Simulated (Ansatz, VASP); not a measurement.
**PtS2 in VASP and in Ansatz**

INCAR

```
SYSTEM = PtS2
PREC = Accurate
ENCUT = 500
EDIFF = 1E-6
ISMEAR = 1
SIGMA = 0.0789
LREAL = .FALSE.
LASPH = .TRUE.
NELM = 120
ALGO = Normal
ISIF = 2
LWAVE = .FALSE.
LCHARG = .FALSE.
GGA = PE
NBANDS = 18
GGA_COMPAT = .FALSE.
```

KPOINTS

```
regular mesh
0
G
  6 6 4
  0 0 0
```

POSCAR

```
PtS2
1.0
    3.5431994758      0.0000000000      0.0000000000
   -1.7715997379      3.0685007567      0.0000000000
    0.0000000000      0.0000000000      5.0388000000
Pt S
1 2
Direct
    0.0000000000      0.0000000000      0.0000000000
    0.3333333333      0.6666666667      0.2500000000
    0.6666666667      0.3333333333      0.7500000000
```

Input for Ansatz:

```yaml
crystal:
  lattice:
    - [3.5431994758, 0.0, 0.0]
    - [-1.7715997379, 3.0685007567, 0.0]
    - [0.0, 0.0, 5.0388]
  atoms:
    - { symbol: Pt, position: [0.0, 0.0, 0.0] }
    - { symbol: S, position: [0.3333333333, 0.6666666667, 0.25] }
    - { symbol: S, position: [0.6666666667, 0.3333333333, 0.75] }
basis:
  ecutwfc: 420
kpoints:
  mp_grid: { grid: [6, 6, 4] }
hamiltonian:
  xc: pbe
scf:
  occupations: { method: cold, width: 0.18 }
output:
  forces: true
  stress: true
  eigenvalues: true
```

Alike in both runs: task single point; functional PBE; k mesh 6 × 6 × 4; no spin polarisation.

```csv
,VASP,Ansatz
version,VASP 6.6.1,Ansatz 0.2.0
potentials or method,"VASP PAW PBE potentials, release 64 (Pt, S), cutoff 500 eV","scalar-relativistic, plane waves, PAW"
occupations,"methfessel-paxton of order 1, width 0.0789 eV","cold, width 0.18 eV"
valence electrons in the cell,22,30
```

```tsv
	VASP	Ansatz	Ansatz less VASP
gap on the k mesh at the Fermi level (eV)	0.56	0.56	-0.003
least direct gap on the mesh (eV)	1.31	1.31	-0.005
pressure (GPa)	2.0	2.4	+0.44
traceless stress, the component that is largest in VASP (GPa)	-1.71	-1.83	-0.117
rms of the force components (eV/Å)	0.175	0.157	-0.0182
```

Atom by atom the forces differ by 0.018 eV/Å (rms over components). VASP's potentials hold 22 valence electrons a cell and Ansatz's 30, so a difference there can come from the potentials and not from the codes.

Spin-orbit coupling is off throughout.
